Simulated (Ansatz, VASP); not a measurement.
## CdSe in VASP and in Ansatz

```
CELL_PARAMETERS angstrom
0.00000 2.49310 2.49310
2.49310 0.00000 2.49310
2.49310 2.49310 0.00000
ATOMIC_POSITIONS crystal
Cd 0.00000 0.00000 0.00000
Se 0.50000 0.50000 0.50000
```

Change from the starting cell: volume scaled by 0.72, LAPW.

Alike in both runs: task single point; functional LDA; k mesh 12 × 12 × 12; occupations fermi-dirac, width 0.05 eV; no spin polarisation.

|  | VASP | Ansatz |
| --- | --- | --- |
| version | VASP 6.6.1 | Ansatz 0.2.0 |
| potentials or method | VASP PAW LDA potentials, release 64 (Cd, Se), cutoff 520 eV | all-electron LAPW, scalar-relativistic |

|  | VASP | Ansatz | Ansatz less VASP |
| --- | --- | --- | --- |
| pressure (GPa) | 59.7 | 56.8 | -2.89 |

LDA's correlation is that of Perdew and Zunger in VASP and of Perdew and Wang (1992) in Ansatz. Both programs put the cell under a high pressure, so it lies far from rest at this level. Ansatz ran all-electron here, and VASP with PAW potentials.
